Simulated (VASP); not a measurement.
A run of VASP 6.6.1:

File INCAR:

```
SYSTEM = Ni
ALGO = Normal
EDIFF = 1E-6
ENCUT = 590
GGA = PS
GGA_COMPAT = .FALSE.
ISIF = 2
ISMEAR = -1
ISPIN = 2
LASPH = .TRUE.
LCHARG = .TRUE.
LELF = .TRUE.
LMAXMIX = 4
LORBIT = 11
LREAL = .FALSE.
LVHAR = .TRUE.
LWAVE = .FALSE.
MAGMOM = 1.25 1.25
NBANDS = 29
NELM = 200
NUPDOWN = 2.5
PREC = Accurate
SIGMA = 0.05
```

KPOINTS

```
k-points
0
G
  10 10 6
  0 0 0
```

Contents of POSCAR:

```
Ni
1.0
    2.4480228978      0.0000000000      0.0000000000
   -1.2240114489      2.1200500186      0.0000000000
    0.0000000000      0.0000000000      4.0728075700
Ni
2
Direct
    0.6666666667      0.3333333333      0.7500000000
    0.3333333333      0.6666666667      0.2500000000
```

Potentials or basis: VASP PAW PBE potentials, release 64 (Ni_sv_GW).

Run with:

```console
$ cat potpaw_PBE.64/Ni_sv_GW/POTCAR > POTCAR
$ mpirun -np 1 vasp_std > vasp.out
```

Hardware: 1 thread of Intel(R) Xeon(R) 6975P-C (Granite Rapids) (shared host).

Question: Estimate the wall time of this run.

Answer: It took 56 s on 1 thread of Intel(R) Xeon(R) 6975P-C (Granite Rapids) (shared host), peak memory 0.19 GiB. Counts: scf iterations 14, k points 56.
